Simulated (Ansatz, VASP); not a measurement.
**One calculation of InP, two programs**

```
P In
1.0
     4.21440    0.00000    0.00000
    -2.10720    3.64978    0.00000
     0.00000    0.00000   26.18340
P In
4 4
Direct
  0.00000 0.00000 0.28620
  0.33333 0.66667 0.41878
  0.66667 0.33333 0.55071
  0.00000 0.00000 0.68386
  0.33333 0.66667 0.31588
  0.66667 0.33333 0.44898
  0.00000 0.00000 0.58157
  0.33333 0.66667 0.71402
```

Alike in both runs: functional PBE; k mesh 9 × 9 × 1; occupations gaussian, width 0.05 eV; no spin polarisation.

Ansatz relaxed the structure, and its values are those at the end. VASP's run is a single point on that final structure, the one shown.

```csv
,VASP,Ansatz
version,VASP 6.6.1,Ansatz 0.2.0
potentials or method,"VASP PAW PBE potentials, release 64 (P, In_d), cutoff 520 eV","scalar-relativistic, plane waves, PAW"
valence electrons in the cell,72,72
```

Ansatz gave:

| Item | Value |
| --- | --- |
| gap on the k mesh at the Fermi level (eV) | none |
| rms of the force components (eV/Å) | 0.005 |

Q: Estimate VASP's values.

A: gap on the k mesh at the Fermi level (eV): none; rms of the force components (eV/Å): 0.004.

A gap of «none» marks a metal or a gap that the smearing closes. Ansatz's warnings: xc potential rough in thin density.
